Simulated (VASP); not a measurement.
Set up this calculation in VASP 6.6.1, as the native input.

```yaml
Task: single point
Functional: LDA
Potentials_or_basis: VASP PAW LDA potentials, release 64 (Cu)
Cutoff: 520 eV
k_mesh: 20 × 20 × 12
Occupations: gaussian, width 0.15 eV
Spin: no spin polarisation
Dipole_correction: no
Further_INCAR_settings: ALGO = Fast; EDIFF = 1e-06; NBANDS = 18
```

The structure of Cu lies in POSCAR:

```
Cu
1.0
   -1.4273957350      1.4273957350      1.3410790631
    1.4273957350     -1.4273957350      1.3410790631
    2.8547914700      2.8547914700      0.0000000000
Cu
2
Direct
    0.0517674649     -0.0517674649      0.0000000000
    0.4482325351      0.5517674649      0.5000000000
```

This cell differs from its parent crystal: mode 1 frozen in at -0.209 Å and mode 5 at +0.000 Å (largest displacements).

The input as run:

INCAR

```
SYSTEM = Cu
  PREC = Accurate
  ENCUT = 520
  EDIFF = 1E-6
  ISMEAR = 0
  SIGMA = 0.15
  LREAL = .False.
  LASPH = .True.
  NELM = 100
  ALGO = Fast
  ISIF = 2
  LWAVE = .False.
  LCHARG = .False.
  NBANDS = 18
```

KPOINTS

```
Automatic mesh
0
Gamma
  20 20 12
  0 0 0
```

Potentials or basis: VASP PAW LDA potentials, release 64 (Cu).

Launch:

```bash
$ cat potpaw_LDA.64/Cu/POTCAR > POTCAR
$ mpirun -np 1 vasp_std > vasp.out
```

It gave:

The pressure is 1.5 GPa and the largest force is 0.007 eV/Å. The band gap on the k mesh is zero (band 11 reaches 12.74 eV, above the bottom of band 12 at 6.34 eV).

Caveat: the cell differs from its parent crystal (mode 1 frozen in at -0.209 Å and mode 5 at +0.000 Å (largest displacements)).

It took 2.9 min on 1 thread of Intel(R) Xeon(R) Platinum 8488C (Sapphire Rapids), with other jobs on the host, peak memory 0.33 GiB.
